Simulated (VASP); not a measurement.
SiGe, 4 atoms in the cell. Symmetry: P6_3mc, No. 186, hexagonal system. Conventional cell: a = 4.002 Å, b = 4.002 Å, c = 6.128 Å, α = 90.00°, β = 90.00°, γ = 120.00°. Si (site symmetry 3m) has 4 Ge at 2.29 to 2.44 Å within 3.0 Å. Within 3.0 Å of Ge (site symmetry 3m) lie 4 Si at 2.29 to 2.44 Å.  This cell differs from its parent crystal: strain +0.025 along x and y, -0.050 along z.

| Quantity | Value |
| --- | --- |
| Program | VASP 6.6.1 |
| Task | single point |
| Functional | r2SCAN |
| Potentials or basis | VASP PAW PBE potentials, release 64 (Si, Ge_d) |
| Cutoff | 520 eV |
| k mesh | 12 × 12 × 4 |
| Occupations | gaussian, width 0.05 eV |
| Spin | no spin polarisation |
| Dipole correction | no |
| Further INCAR settings | ALGO = Normal; EDIFF = 1e-06; NBANDS = 26 |

Potentials or basis: VASP PAW PBE potentials, release 64 (Si, Ge_d).

Command:

```bash
$ cat potpaw_PBE.64/Si/POTCAR potpaw_PBE.64/Ge_d/POTCAR > POTCAR
$ cp INCAR.step1 INCAR
$ mpirun -np 1 vasp_std > vasp.out
$ cp INCAR.step2 INCAR
$ mpirun -np 1 vasp_std > vasp.out
```

Hardware: 1 thread of Intel Xeon 6975P-C (shared host).

Question: Estimate the wall time of this run.

Answer: It took 5.3 min on 1 thread of Intel Xeon 6975P-C, on a shared host, peak memory 0.28 GiB. Counts: k points 57.
